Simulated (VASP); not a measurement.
Wanted: the native input for a VASP 6.6.1 run.

| Item | Value |
| --- | --- |
| Task | single point |
| Functional | PBE |
| Potentials or basis | VASP PAW PBE potentials, release 64 (Ni, O) |
| Cutoff | 520 eV |
| k mesh | 18 × 18 × 18 |
| Occupations | gaussian, width 0.1 eV |
| Spin | collinear spin, ferromagnetic start |
| Starting moments | [1.6, 0.32] μB |
| Dipole correction | no |
| Further INCAR settings | ALGO = Normal; EDIFF = 1e-06; NBANDS = 19 |

The structure of NiO lies in POSCAR:

```
NiO
1.0
    0.0000000000      2.0868799808      2.0868799808
    2.0868799808      0.0000000000      2.0868799808
    2.0868799808      2.0868799808      0.0000000000
Ni O
1 1
Direct
    0.0000000000      0.0000000000      0.0000000000
    0.5000000000      0.5000000000      0.5000000000
```

One way to write it, as run:

INCAR

```
SYSTEM = NiO
  PREC = Accurate
  ENCUT = 520
  EDIFF = 1E-6
  ISMEAR = 0
  SIGMA = 0.1
  LREAL = .False.
  LASPH = .True.
  NELM = 150
  ALGO = Normal
  ISIF = 2
  LWAVE = .False.
  LCHARG = .False.
  ISPIN = 2
  MAGMOM = 1.6 0.32
  LORBIT = 11
  LMAXMIX = 4
  GGA = PE
  NBANDS = 19
```

KPOINTS

```
regular mesh
0
Gamma
  18 18 18
  0 0 0
```

Potentials or basis: VASP PAW PBE potentials, release 64 (Ni, O).

The run is started by

```console
$ cat potpaw_PBE.64/Ni/POTCAR potpaw_PBE.64/O/POTCAR > POTCAR
$ mpirun -np 1 vasp_std > vasp.out
```

It gave:

```yaml
Pressure: 4.8 GPa
Net_moment: 1.69 μB per cell
Site_moments: Ni +1.39; O +0.25 μB
Valence_electrons_inside_the_program's_atomic_spheres: Ni 8.99; O 4.98
```

Caveat: the cell stands under pressure; a cell with one magnetic atom can't hold antiferromagnetic order, which such compounds often take.

It took 41 s on 1 thread of Intel(R) Xeon(R) 6975P-C (Granite Rapids), on a shared host, peak memory 0.23 GiB.
